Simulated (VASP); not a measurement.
Crystal: KCl.

```
K Cl
1.0
     3.88972    0.00000    0.00000
     0.00000    3.88972    0.00000
     0.00000    0.00000    3.88972
K Cl
1 1
Cartesian
  0.0000 0.0000 0.0000
  1.9449 1.9449 1.9449
```

Base run:

* Program: VASP 6.6.1
* Functional: r2SCAN
* Potentials or basis: VASP PAW PBE potentials, release 64 (K_sv, Cl)
* Cutoff: 550 eV
* k mesh: 7 × 7 × 7
* Occupations: fermi-dirac, width 0.05 eV
* Spin: no spin polarisation

Its results: band gap on the k mesh 5.41 eV, indirect (least direct gap 5.59 eV); pressure -1.7 GPa.

**Question.** After a change of settings the same cell gave: band gap on the k mesh 4.66 eV, indirect (least direct gap 4.83 eV); pressure -0.7 GPa. Which change was it?
A. functional from r2SCAN to PBE; cutoff from 550 eV to 520 eV
B. functional from r2SCAN to PBE0; cutoff from 550 eV to 520 eV; k mesh from 7 × 7 × 7 to 4 × 4 × 4
C. functional from r2SCAN to LDA; potentials or basis from VASP PAW PBE potentials, release 64 (K_sv, Cl) to VASP PAW LDA potentials, release 64 (K_sv, Cl); cutoff from 550 eV to 520 eV
D. functional from r2SCAN to PBEsol; cutoff from 550 eV to 520 eV

**Answer.** A.

r2SCAN gives the wider gap, since meta-GGAs in the generalised Kohn-Sham scheme recover part of the derivative discontinuity.

Caveats: the PAW data sets were made with another functional, which shifts forces and pressure a little (some runs).
